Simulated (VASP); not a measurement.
Set up this calculation in VASP 6.6.1, as the native input.

```
Task                   : single point
Functional             : PBE
Potentials or basis    : VASP PAW PBE potentials, release 64 (Ca_sv, P)
Cutoff                 : 520 eV
k mesh                 : 4 × 4 × 4
Occupations            : gaussian, width 0.1 eV
Spin                   : no spin polarisation
Dipole correction      : no
Further INCAR settings : ALGO = Normal; EDIFF = 1e-06; NBANDS = 46
```

The structure of Ca2P3 lies in POSCAR:

```
Ca2P3
1.0
    7.4703304396      0.0000000000      0.0000000000
    0.0000000000      7.4703304396      0.0000000000
    0.0000000000      0.0000000000      3.9260828049
Ca P
4 6
Direct
    0.3545951758      0.8545951758      0.0000000000
    0.1454048242      0.3545951758      0.0000000000
    0.6454048242      0.1454048242      0.0000000000
    0.8545951758      0.6454048242      0.0000000000
    0.0000000000      0.0000000000      0.0000000000
    0.5000000000      0.5000000000      0.0000000000
    0.1702561360      0.6702561360      0.5000000000
    0.3297438640      0.1702561360      0.5000000000
    0.8297438640      0.3297438640      0.5000000000
    0.6702561360      0.8297438640      0.5000000000
```

The input as run:

INCAR

```
SYSTEM = Ca2P3
PREC = Accurate
ENCUT = 520
EDIFF = 1E-6
ISMEAR = 0
SIGMA = 0.1
LREAL = .FALSE.
LASPH = .TRUE.
NELM = 100
ALGO = Normal
ISIF = 2
LWAVE = .FALSE.
LCHARG = .FALSE.
GGA = PE
NBANDS = 46
```

KPOINTS

```
Automatic mesh
0
G
  4 4 4
  0 0 0
```

Potentials or basis: VASP PAW PBE potentials, release 64 (Ca_sv, P).

Command:

```console
$ cat potpaw_PBE.64/Ca_sv/POTCAR potpaw_PBE.64/P/POTCAR > POTCAR
$ mpirun -np 1 vasp_std > vasp.out
```

Results of the run:

- Pressure: 0.2 GPa
- Largest force: 0.019 eV/Å
- Band gap on the k mesh: zero (bands 35 and 36 overlap by 1.08 eV)

Caveat: the k points lie up to 0.40 Å⁻¹ apart, too coarse for converged energies and pressures of a metal.

Wall time 2.7 min on 1 thread of AMD EPYC 7R43 64-Core Processor (Zen 3) (shared host), peak memory 0.33 GiB.
